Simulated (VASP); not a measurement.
# Tl (R-3m) in VASP: further runs

Runs on Tl. Level: PBE. Tasks: single point.

All numbers are computed with VASP 6.6.1; they aren't measurements. Logs are shortened: lines on timing, memory, paths and dates and some standing lists are left out, and cuts for length are marked.

## 1. The cell of the first run

It takes space group R-3m (No. 166, trigonal). Conventional cell: a = 8.038 Å, b = 8.038 Å, c = 20.562 Å, α = 90.00°, β = 90.00°, γ = 120.00°. Within 3.6 Å of Tl (site symmetry m) lie 6 Tl at 2.73 to 2.95 Å. Within 3.8 Å of Tl (site symmetry m) lie 7 Tl at 2.92 to 3.29 Å.

## 2. Single point, PBE

File INCAR:

```
SYSTEM = Tl
PREC = Accurate
ENCUT = 520
EDIFF = 1E-7
ISMEAR = 0
SIGMA = 0.1
LREAL = .False.
LASPH = .True.
NELM = 80
ALGO = Fast
ISIF = 2
LWAVE = .False.
LCHARG = .True.
GGA = PE
LELF = .True.
LVHAR = .True.
NBANDS = 90
```

File KPOINTS:

```
regular mesh
0
Gamma
  3 3 3
  0 0 0
```

File POSCAR:

```
Tl
1.0
    4.0189706272      2.3203537735      6.8539611964
   -4.0189706272      2.3203537735      6.8539611964
    0.0000000000     -4.6407075469      6.8539611964
Tl
12
Direct
    0.0101900000      0.6536100000      0.0101900000
    0.0101900000      0.0101900000      0.6536100000
    0.6536100000      0.0101900000      0.0101900000
    0.9898100000      0.3463900000      0.9898100000
    0.3463900000      0.9898100000      0.9898100000
    0.9898100000      0.9898100000      0.3463900000
    0.2211800000      0.6306000000      0.2211800000
    0.2211800000      0.2211800000      0.6306000000
    0.6306000000      0.2211800000      0.2211800000
    0.7788200000      0.3694000000      0.7788200000
    0.3694000000      0.7788200000      0.7788200000
    0.7788200000      0.7788200000      0.3694000000
```

Potentials or basis: VASP PAW PBE potentials, release 64 (Tl_d).

Command:

```
$ cat potpaw_PBE.64/Tl_d/POTCAR > POTCAR
$ mpirun -np 1 vasp_std > vasp.out
```

OUTCAR:

```text
SYSTEM = Tl
   PREC = Accurate
   ENCUT = 520
   EDIFF = 1E-7
   ISMEAR = 0
   LREAL = .False.
   LASPH = .True.
   NELM = 80
   ISIF = 2
   GGA = PE

 ion  position               nearest neighbor table
   1  0.010  0.654  0.010-   4 2.73   2 2.87   3 2.87   7 2.94  12 2.95  11 2.95
   2  0.010  0.010  0.654-   6 2.73   3 2.87   1 2.87   8 2.94  10 2.95  11 2.95
   3  0.654  0.010  0.010-   5 2.73   2 2.87   1 2.87   9 2.94  12 2.95  10 2.95
   4  0.990  0.346  0.990-   1 2.73   6 2.87   5 2.87  10 2.94   8 2.95   9 2.95
   5  0.346  0.990  0.990-   3 2.73   6 2.87   4 2.87  11 2.94   8 2.95   7 2.95
   6  0.990  0.990  0.346-   2 2.73   4 2.87   5 2.87  12 2.94   9 2.95   7 2.95
   7  0.221  0.631  0.221-  11 2.92  12 2.92   1 2.94   5 2.95   6 2.95   8 3.29   9 3.29
   8  0.221  0.221  0.631-  10 2.92  11 2.92   2 2.94   4 2.95   5 2.95   7 3.29   9 3.29
   9  0.631  0.221  0.221-  10 2.92  12 2.92   3 2.94   4 2.95   6 2.95   8 3.29   7 3.29
  10  0.779  0.369  0.779-   9 2.92   8 2.92   4 2.94   3 2.95   2 2.95  12 3.29  11 3.29
  11  0.369  0.779  0.779-   7 2.92   8 2.92   5 2.94   1 2.95   2 2.95  12 3.29  10 3.29
  12  0.779  0.779  0.369-   7 2.92   9 2.92   6 2.94   3 2.95   1 2.95  10 3.29  11 3.29

  LATTYP: Found a trigonal (rhomboedric) cell.
 ALAT       =     8.2772550171
 COS(alpha) =     0.5284942553

  Lattice vectors:

 A1 = (   4.0189706272,   2.3203537735,   6.8539611964)
 A2 = (  -4.0189706272,   2.3203537735,   6.8539611964)
 A3 = (   0.0000000000,  -4.6407075469,   6.8539611964)

Analysis of symmetry for initial positions (statically):
=====================================================================
 Subroutine PRICEL returns:
 Original cell was already a primitive cell.

 Routine SETGRP: Setting up the symmetry group for a
 trigonal (rhombohedral) supercell.

 Subroutine GETGRP returns: Found 12 space group operations
 (whereof 12 operations were pure point group operations)
 out of a pool of 12 trial point group operations.

The static configuration has the point symmetry D_3d.

Analysis of symmetry for dynamics (positions and initial velocities):
=====================================================================
 Subroutine PRICEL returns:
 Original cell was already a primitive cell.

 Routine SETGRP: Setting up the symmetry group for a
 trigonal (rhombohedral) supercell.

 Subroutine GETGRP returns: Found 12 space group operations
 (whereof 12 operations were pure point group operations)
 out of a pool of 12 trial point group operations.

The dynamic configuration has the point symmetry D_3d.
[... 114 lines left out ...]
   EFERMI =   0.00;   METHOD = LEGACY
   ISMEAR =     0;   SIGMA  =   0.10  broadening in eV -4-tet -1-fermi 0-gaus
   EFERMI_NEDOS =   21; number of points for ismear=-14 and -15
   IALGO  =     68    algorithm
   IMIX   =      4    mixing-type and parameters
     AMIX     =   0.40;   BMIX     =  1.00
     AMIX_MAG =   1.60;   BMIX_MAG =  1.00
  volume/ion in A,a.u.               =      31.96       215.66
  Fermi-wavevector in a.u.,A,eV,Ry     =   1.213004  2.292246 20.019337  1.471380
  Thomas-Fermi vector in A             =   2.348470
   LORBIT       =      0    0 simple, 1 ext, 2 COOP (PROOUT), +10 PAW based schemes
   GGA     = PE    functional components
   LHFCALC =     F    Hartree Fock is set to
   AEXX    =    0.0000 exact exchange contribution
   IVDW    =     0    specifies the selected vdW correction
   LEPSILON=     F    determine dielectric tensor
   LRPA    =     F    only Hartree local field effects (RPA)
 non-spin polarized calculation
 RMM-DIIS sequential band-by-band and
 Gauss-broadening in eV      SIGMA  =   0.10
  energy-cutoff  :      520.00
  volume of cell :      383.50
 maximum number of plane-waves:     10339
 NGX is ok and might be reduce to    64
   NGX = 31   NGY = 31   NGZ = 31

 number of electron     155.9999994 magnetization

 Free energy of the ion-electron system (eV)
  ---------------------------------------------------
  ext. energy  EPLUGINS =         0.00000000
  ---------------------------------------------------
  free energy    TOTEN  =       -19.73081135 eV

  energy without entropy =      -19.71111979  energy(sigma->0) =      -19.72096557

 E-fermi :   5.3369     XC(G=0):  -9.2085

 val. band max:        5.1523816661   @ k =  -0.3333   0.3333   0.3333
 cond. band min:       5.3400743149   @ k =  -0.3333   0.3333   0.3333
 fundamental gap:      0.1876926488
 Fermi energy:         5.3368738352

 k-point     1 :       0.0000    0.0000    0.0000
  band No.  band energies     occupation
      1      -7.4698      2.00000
      2      -7.3400      2.00000
      3      -7.2311      2.00000
      4      -7.2311      2.00000
      5      -7.1602      2.00000
      6      -7.1602      2.00000
[... 547 lines left out ...]
     89       8.8885      0.00000
     90       9.1230      0.00000

------------------------ aborting loop because EDIFF is reached ----------------------------------------

  FORCE on cell =-STRESS in cart. coord.  units (eV):
  Direction    XX          YY          ZZ          XY          YZ          ZX
  --------------------------------------------------------------------------------------
  -------------------------------------------------------------------------------------
  Total       25.9252980     25.9252980     29.9979481      0.0000000      0.0000000      0.0000000
  in kB      108.3109612    108.3109612    125.3257185      0.0000000      0.0000000      0.0000000
  external PRESSURE =     113.9825470 kB  Pullay stress =       0.0000000 kB

 VOLUME and BASIS-vectors are now :
 -----------------------------------------------------------------------------
  energy-cutoff  :      520.00
  volume of cell :      383.50
      direct lattice vectors                 reciprocal lattice vectors
     4.018970627  2.320353773  6.853961196     0.124409966  0.071828127  0.048633677
    -4.018970627  2.320353773  6.853961196    -0.124409966  0.071828127  0.048633677
     0.000000000 -4.640707547  6.853961196     0.000000000 -0.143656255  0.048633677

 POSITION                                       TOTAL-FORCE (eV/Angst)
 -----------------------------------------------------------------------------------
     -2.58589      1.49296      4.61950         0.935048     -0.539850     -0.626853
      0.00000     -2.98592      4.61950        -0.000000      1.079701     -0.626853
      2.58589      1.49296      4.61950        -0.935048     -0.539850     -0.626853
      2.58589     -1.49296     15.94238        -0.935048      0.539850      0.626853
     -2.58589     -1.49296     15.94238         0.935048      0.539850      0.626853
      0.00000      2.98592     15.94238        -0.000000     -1.079701      0.626853
     -1.64545      0.95000      7.35403         1.772675     -1.023455      0.472396
      0.00000     -1.90000      7.35403        -0.000000      2.046909      0.472396
      1.64545      0.95000      7.35403        -1.772675     -1.023455      0.472396
      1.64545     -0.95000     13.20786        -1.772675      1.023455     -0.472396
     -1.64545     -0.95000     13.20786         1.772675      1.023455     -0.472396
      0.00000      1.90000     13.20786        -0.000000     -2.046909     -0.472396
 -----------------------------------------------------------------------------------
    total drift:                                0.000000      0.000000     -0.000000

  FREE ENERGIE OF THE ION-ELECTRON SYSTEM (eV)
  ---------------------------------------------------
  free  energy   TOTEN  =       -19.7308113504 eV

  energy  without entropy=      -19.7111197886  energy(sigma->0) =      -19.72096557
```

OSZICAR:

```text
N       E                     dE             d eps       ncg     rms          rms(c)
DAV:   1     0.100840886076E+04    0.10084E+04   -0.83875E+04  1088   0.163E+03
DAV:   2     0.179170851631E+02   -0.99049E+03   -0.97102E+03  1140   0.378E+02
DAV:   3    -0.195241933389E+02   -0.37441E+02   -0.36556E+02  1192   0.577E+01
DAV:   4    -0.202297117835E+02   -0.70552E+00   -0.70303E+00  1192   0.665E+00
DAV:   5    -0.202463182229E+02   -0.16606E-01   -0.16603E-01  1248   0.111E+00    0.167E+01
RMM:   6    -0.198007550147E+02    0.44556E+00   -0.84680E-01  1094   0.317E+00    0.105E+01
RMM:   7    -0.197420332340E+02    0.58722E-01   -0.74672E-01  1123   0.320E+00    0.153E+00
RMM:   8    -0.197280478359E+02    0.13985E-01   -0.13261E-01  1116   0.122E+00    0.212E-01
RMM:   9    -0.197293062041E+02   -0.12584E-02   -0.53566E-03  1186   0.271E-01    0.110E-01
RMM:  10    -0.197306481409E+02   -0.13419E-02   -0.22681E-03  1173   0.139E-01    0.360E-02
RMM:  11    -0.197307371324E+02   -0.88991E-04   -0.48803E-04  1231   0.691E-02    0.268E-02
RMM:  12    -0.197307992179E+02   -0.62086E-04   -0.12678E-04  1191   0.303E-02    0.894E-03
RMM:  13    -0.197308089991E+02   -0.97811E-05   -0.34331E-05  1227   0.170E-02    0.332E-03
RMM:  14    -0.197308113662E+02   -0.23671E-05   -0.83785E-06  1203   0.905E-03    0.154E-03
RMM:  15    -0.197308115045E+02   -0.13826E-06   -0.18154E-06  1040   0.407E-03    0.681E-04
RMM:  16    -0.197308114030E+02    0.10143E-06   -0.39372E-07   773   0.192E-03    0.288E-04
RMM:  17    -0.197308113504E+02    0.52627E-07   -0.84976E-08   708   0.929E-04
   1 F= -.19730811E+02 E0= -.19720966E+02  d E =-.196916E-01
```

stdout:

```text
POSCAR found type information on POSCAR Tl
 POSCAR found :  1 types and      12 ions
 scaLAPACK will be used
 LDA part: xc-table for (Slater+PW92), standard interpolation
 POSCAR, INCAR and KPOINTS ok, starting setup
 FFT: planning ... GRIDC
 FFT: planning ... GRID_SOFT
 FFT: planning ... GRID
 WAVECAR not read
 entering main loop
```

Run time: 4.4 min. Hardware: 1 thread of AMD EPYC 9R14 (Zen 4), shared host; peak memory 0.58 GiB.

Results:

```yaml
Free_energy: -19.7308 eV
Pressure: 11.4 GPa
Largest_force: 2.101 eV/Å
Band_gap_on_the_k_mesh: zero (bands 78 and 79 overlap by 1.35 eV)
```

Forces in eV/Å, atoms in the order of the input:
```
Tl   0.935 -0.540 -0.627
Tl   0.000  1.080 -0.627
Tl  -0.935 -0.540 -0.627
Tl  -0.935  0.540  0.627
Tl   0.935  0.540  0.627
Tl   0.000 -1.080  0.627
Tl   1.773 -1.023  0.472
Tl   0.000  2.047  0.472
Tl  -1.773 -1.023  0.472
Tl  -1.773  1.023 -0.472
Tl   1.773  1.023 -0.472
Tl   0.000 -2.047 -0.472
```

Stress tensor (GPa, compression positive):
```
10.83  0.00  0.00
 0.00 10.83  0.00
 0.00  0.00 12.53
```

Caveat: the cell stands under pressure; spin-orbit coupling is left out, which moves the levels of the heavy elements; forces of over 1 eV/Å act on the atoms, so gaps and moduli don't describe the material at rest.

## 3. Single point, PBE

This run uses another cell than the first one, of 41.76 Å³/atom.

File INCAR:

```
SYSTEM = Tl
ALGO = Fast
EDIFF = 1E-7
ENCUT = 520
GGA = PE
ISIF = 2
ISMEAR = 0
LASPH = .True.
LCHARG = .True.
LELF = .True.
LREAL = .False.
LVHAR = .True.
LWAVE = .False.
NBANDS = 90
NELM = 80
PREC = Accurate
SIGMA = 0.1
```

File KPOINTS:

```
k-points
0
Gamma
  3 3 3
  0 0 0
```

File POSCAR:

```
Tl
1.0
    4.2850277987      2.4739619531      7.8787534817
   -4.2850277987      2.4739619531      7.8787534817
    0.0000000000     -4.9479239061      7.8787534817
Tl
12
Direct
    0.0255703509      0.6318984040      0.0255703509
    0.0255703509      0.0255703509      0.6318984040
    0.6318984040      0.0255703509      0.0255703509
    0.9744296491      0.3681015960      0.9744296491
    0.3681015960      0.9744296491      0.9744296491
    0.9744296491      0.9744296491      0.3681015960
    0.2341657387      0.6087250035      0.2341657387
    0.2341657387      0.2341657387      0.6087250035
    0.6087250035      0.2341657387      0.2341657387
    0.7658342613      0.3912749965      0.7658342613
    0.3912749965      0.7658342613      0.7658342613
    0.7658342613      0.7658342613      0.3912749965
```

Potentials or basis: VASP PAW PBE potentials, release 64 (Tl_d).

Command:

```
$ cat potpaw_PBE.64/Tl_d/POTCAR > POTCAR
$ mpirun -np 1 vasp_std > vasp.out
```

Wall time 7.2 min (1 thread of AMD EPYC 9R14 (Zen 4), shared host); peak memory 0.72 GiB.

The run converged. Its results:

```yaml
Free_energy: -23.8669 eV
Pressure: -0.1 GPa
Largest_force: 0.007 eV/Å
Band_gap_on_the_k_mesh: zero (bands 78 and 79 overlap by 0.36 eV)
```

Forces on the atoms (eV/Å):
```
Tl   0.005 -0.003  0.002
Tl   0.000  0.006  0.002
Tl  -0.005 -0.003  0.002
Tl  -0.005  0.003 -0.002
Tl   0.005  0.003 -0.002
Tl   0.000 -0.006 -0.002
Tl  -0.004  0.002  0.005
Tl   0.000 -0.004  0.005
Tl   0.004  0.002  0.005
Tl   0.004 -0.002 -0.005
Tl  -0.004 -0.002 -0.005
Tl   0.000  0.004 -0.005
```

Stress tensor (GPa, compression positive):
```
-0.12  0.00  0.00
 0.00 -0.12  0.00
 0.00  0.00  0.01
```

Levels at points of the mesh, in eV from the Fermi level:
```
           k point  band 74  band 75  band 76  band 77  band 78  band 79  band 80  band 81  band 82  band 83
(0.00, 0.00, 0.00)    -1.35    -0.66    -0.66    -0.12    -0.12     0.07     1.30     1.66     1.82     1.82
```

Caveat: spin-orbit coupling is left out, which moves the levels of the heavy elements.
